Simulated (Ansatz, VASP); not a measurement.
One calculation of C, two programs

The input INCAR:

```
SYSTEM = C
PREC = Accurate
ENCUT = 520
EDIFF = 1E-7
ISMEAR = 0
SIGMA = 0.05
LREAL = .False.
LASPH = .True.
NELM = 60
ALGO = Normal
ISIF = 2
LWAVE = .False.
LCHARG = .False.
GGA = PS
NBANDS = 21
```

Contents of KPOINTS:

```
Automatic mesh
0
Gamma
  15 15 3
  0 0 0
```

POSCAR

```
C
1.0
   -2.4589102530      0.0000000000      0.0000000000
   -1.2294551265     -2.1294787447      0.0000000000
    0.0000000000      0.0000000000     13.7943044874
C
6
Direct
    0.6666666667      0.6666666667      0.1303856023
    1.0000000000      0.0000000000      0.6520648938
    0.3333333333      0.3333333333      0.3912252480
    0.6666666667      0.6666666667      0.6521072510
    1.0000000000      1.0000000000      0.3912676052
    0.3333333333      0.3333333333      0.1304279595
```

Input for Ansatz:

```yaml
crystal:
  lattice:
    - [-2.458910253, 0.0, 0.0]
    - [-1.2294551265, -2.1294787447, 0.0]
    - [0.0, 0.0, 13.7943044874]
  atoms:
    - { symbol: C, position: [0.6666666667, 0.6666666667, 0.1303856023] }
    - { symbol: C, position: [1.0, 0.0, 0.6520648938] }
    - { symbol: C, position: [0.3333333333, 0.3333333333, 0.391225248] }
    - { symbol: C, position: [0.6666666667, 0.6666666667, 0.652107251] }
    - { symbol: C, position: [1.0, 1.0, 0.3912676052] }
    - { symbol: C, position: [0.3333333333, 0.3333333333, 0.1304279595] }
basis:
  ecutwfc: 420
kpoints:
  mp_grid: { grid: [15, 15, 3] }
hamiltonian:
  xc: pbesol
scf:
  occupations: { method: gaussian, width: 0.05 }
output:
  forces: true
  stress: true
  eigenvalues: true
```

Alike in both runs: task single point; functional PBEsol; k mesh 15 × 15 × 3; occupations gaussian, width 0.05 eV; no spin polarisation.

|  | VASP | Ansatz |
| --- | --- | --- |
| version | VASP 6.6.1 | Ansatz 0.2.0 |
| potentials or method | VASP PAW PBE potentials, release 64 (C), cutoff 520 eV | scalar-relativistic, plane waves, PAW |
| valence electrons in the cell | 24 | 24 |

|  | VASP | Ansatz | Ansatz less VASP |
| --- | --- | --- | --- |
| gap on the k mesh at the Fermi level (eV) | 0.01 | 0.01 | -0.001 |
| least direct gap on the mesh (eV) | 0.01 | 0.01 | -0.001 |

VASP's potentials were made for PBE, not for PBEsol.
